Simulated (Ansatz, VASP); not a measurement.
**One calculation of Na3Cl2, two programs**

```
CELL_PARAMETERS angstrom
1.75995 -10.17026 0.00000
1.75995 10.17026 0.00000
0.00000 0.00000 3.52764
ATOMIC_POSITIONS crystal
Cl 0.08660 0.91340 0.50000
Cl 0.91340 0.08660 0.50000
Na 0.66899 0.33101 0.00000
Na 0.33101 0.66899 0.00000
Na 0.50000 0.50000 0.00000
```

Alike in both runs: functional RPBE; k mesh 8 × 8 × 8; occupations fermi-dirac, width 0.05 eV; no spin polarisation.

|  | VASP | Ansatz |
| --- | --- | --- |
| version | VASP 6.6.1 | Ansatz 0.2.0 |
| potentials or method | VASP PAW PBE potentials, release 64 (Cl, Na_pv) | Ansatz PAW |
| plane-wave cutoff (eV) | 520 | 420 |
| valence electrons in the cell | 35 | 41 |
| task | single point | band structure |

Ansatz gave:

- gap on the k mesh at the Fermi level (eV): none
- pressure (GPa): 1.4
- traceless stress, the component that is largest in VASP (GPa): -0.16
- rms of the force components (eV/Å): 0.022

Q: Estimate VASP's values.

A: gap on the k mesh at the Fermi level (eV): none; pressure (GPa): 1.3; traceless stress, the component that is largest in VASP (GPa): -0.17; rms of the force components (eV/Å): 0.021.

VASP's potentials were made for PBE, not for RPBE. Atom by atom the forces differ by 0.000 eV/Å (rms over components). A gap of «none» marks a metal or a gap that the smearing closes. With one functional, cell and mesh, what is left measures potentials, basis and numerics. VASP's potentials hold 35 valence electrons a cell and Ansatz's 41, so a difference there can come from the potentials and not from the codes.
